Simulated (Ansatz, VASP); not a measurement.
# Cs in VASP and in Ansatz

The input INCAR:

```
SYSTEM = Cs
  PREC = Accurate
  ENCUT = 520
  EDIFF = 1E-6
  ISMEAR = -1
  SIGMA = 0.05
  LREAL = .FALSE.
  LASPH = .TRUE.
  NELM = 80
  ALGO = Normal
  ISIF = 2
  LWAVE = .FALSE.
  LCHARG = .FALSE.
  GGA = PE
  NBANDS = 10
```

The input KPOINTS:

```
Automatic mesh
0
G
  10 10 10
  0 0 0
```

Contents of POSCAR:

```
Cs
1.0
    0.0000000000      3.1764869964      3.1764869964
    3.1764869964      0.0000000000      3.1764869964
    3.1764869964      3.1764869964      0.0000000000
Cs
1
Direct
    0.0000000000      0.0000000000      0.0000000000
```

Input for Ansatz:

```yaml
crystal:
  lattice:
    - [0.0, 3.1764869964, 3.1764869964]
    - [3.1764869964, 0.0, 3.1764869964]
    - [3.1764869964, 3.1764869964, 0.0]
  atoms:
    - { symbol: Cs, position: [0.0, 0.0, 0.0] }
kpoints:
  mp_grid: { grid: [10, 10, 10] }
scf:
  occupations: { method: fermi_dirac, width: 0.05 }
hamiltonian:
  xc: pbe
  pseudopotentials: { kind: all_electron, lapw: { basis_error: 0.001 } }
output:
  forces: true
  stress: true
  eigenvalues: true
  populations: true
```

Change from the starting cell: volume scaled by 0.55, LAPW.

Alike in both runs: task single point; functional PBE; k mesh 10 × 10 × 10; occupations fermi-dirac, width 0.05 eV; no spin polarisation.

|  | VASP | Ansatz |
| --- | --- | --- |
| version | VASP 6.6.1 | Ansatz 0.2.0 |
| potentials or method | VASP PAW PBE potentials, release 64 (Cs_sv), cutoff 520 eV | all-electron LAPW, scalar-relativistic |

```tsv
	VASP	Ansatz	Ansatz less VASP
pressure (GPa)	2.7	2.7	0.00
```

Ansatz ran all-electron here, and VASP with PAW potentials.

Spin-orbit coupling is off throughout.
